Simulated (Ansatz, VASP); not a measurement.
## Two plane-wave programs on AlN

INCAR

```
PREC = Accurate ; ENCUT = 520
EDIFF = 1E-7 ; ISMEAR = 0
SIGMA = 0.012 ; LREAL = F
LASPH = T ; NELM = 80
ALGO = Normal ; ISIF = 2
LWAVE = F ; LCHARG = F
GGA = PE ; NBANDS = 11
```

Contents of KPOINTS:

```
Automatic mesh
0
Gamma
  10 10 10
```

The input POSCAR:

```
AlN
1.0
    0.0000000000      2.1839935596      2.1839935596
    2.1839935596      0.0000000000      2.1839935596
    2.1839935596      2.1839935596      0.0000000000
Al N
1 1
Direct
    0.0000000000      0.0000000000      0.0000000000
    0.2500000000      0.2500000000      0.2500000000
```

Contents of input.yaml:

```yaml
crystal:
  lattice:
    - [0.0, 2.1839935596, 2.1839935596]
    - [2.1839935596, 0.0, 2.1839935596]
    - [2.1839935596, 2.1839935596, 0.0]
  atoms:
    - { symbol: Al, position: [0.0, 0.0, 0.0] }
    - { symbol: "N", position: [0.25, 0.25, 0.25] }
hamiltonian:
  xc: pbe
  pseudopotentials: { kind: paw }
kpoints:
  mp_grid: { grid: [10, 10, 10] }
scf:
  occupations: { method: gaussian, width: 0.012 }
output:
  forces: true
  stress: true
  eigenvalues: true
```

Alike in both runs: task single point; functional PBE; k mesh 10 × 10 × 10; occupations gaussian, width 0.012 eV; no spin polarisation.

```csv
,VASP,Ansatz
version,VASP 6.6.1,Ansatz 0.2.0
potentials or method,"VASP PAW PBE potentials, release 64 (Al, N)",Ansatz PAW
plane-wave cutoff (eV),520,420
valence electrons in the cell,8,8
```

VASP gave:

```
gap on the k mesh at the Fermi level (eV) : 3.32
least direct gap on the mesh (eV)         : 4.20
pressure (GPa)                            : 4.6
```

Problem. Estimate Ansatz's values.

Solution. gap on the k mesh at the Fermi level (eV): 3.33; least direct gap on the mesh (eV): 4.19; pressure (GPa): 4.9.

The functional is the same, so the differences come from potentials, cutoffs and numerics.
